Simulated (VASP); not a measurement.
A run of VASP 6.6.1:

The input INCAR:

```
SYSTEM = Ge
ALGO = Normal
EDIFF = 1E-6
ENCUT = 520
GGA = PS
GGA_COMPAT = .FALSE.
ISIF = 2
ISMEAR = 0
LASPH = .TRUE.
LCHARG = .FALSE.
LORBIT = 11
LORBMOM = .TRUE.
LREAL = .FALSE.
LSORBIT = .TRUE.
LWAVE = .FALSE.
MAGMOM = 0 0 0 0 0 0
NBANDS = 40
NELM = 150
PREC = Accurate
SIGMA = 0.1
```

KPOINTS

```
k-points
0
G
  10 10 10
  0 0 0
```

POSCAR

```
Ge
1.0
    0.0000000000      2.8378497150      2.8378497150
    2.8378497150      0.0000000000      2.8378497150
    2.8378497150      2.8378497150      0.0000000000
Ge
2
Direct
    1.0000000000      1.0000000000      0.0000000000
    0.2500000000      0.2500000000      0.2500000000
```

Potentials or basis: VASP PAW PBE potentials, release 64 (Ge_d).

The run is started by

```console
$ cat potpaw_PBE.64/Ge_d/POTCAR > POTCAR
$ mpirun -np 1 vasp_ncl > vasp.out
```

Hardware: 1 thread of Intel Xeon 8259CL, on a shared host.

How long does it take, and how much memory?

Run time: 6.4 min on 1 thread of Intel Xeon 8259CL, on a shared host, peak memory 0.34 GiB. Counts: scf iterations 12, k points 47.
